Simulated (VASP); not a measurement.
Runs of VASP 6.6.1 on SnSe. The structure is that of space group P4/nmm (No. 129), or close to it. The cells are those of the table. 

```tsv
cell	gap on the mesh (eV)	pressure (GPa)	largest force (eV/Å)
a = 4.216, b = 4.216, c = 11.354 Å, 4 atoms	0.98	-	0.51
a = 4.616, b = 4.616, c = 9.471 Å, 4 atoms	1.42	(a)	3.85
a = 3.926, b = 3.926, c = 13.091 Å, 4 atoms	0.32	-	0.69
a = 4.344, b = 4.344, c = 10.696 Å, 4 atoms	0.98	-1.2	0.34
```

Alike in all rows: task single point; level LDA; potentials or basis VASP PAW LDA potentials, release 64 (Sn_d, Se); no spin polarisation; k mesh 8 × 8 × 4; cutoff (eV) 520; smearing gaussian 0.05 eV.

Fill in the values left out.

(a) 2.0.

Caveats: spin-orbit coupling is left out, which moves the levels of the heavy elements; there is no dipole correction, which matters where the two faces differ (at least some runs); the stress differs along the axes, from -4 to 13 GPa (at least some runs); forces of over 1 eV/Å act on the atoms, so gaps and moduli don't describe the material at rest (at least some runs); semilocal functionals underestimate gaps, and a narrow one can read as zero (at least some runs).

A k mesh can miss the band edges, and the runs leave out spin-orbit coupling on Se, Sn.
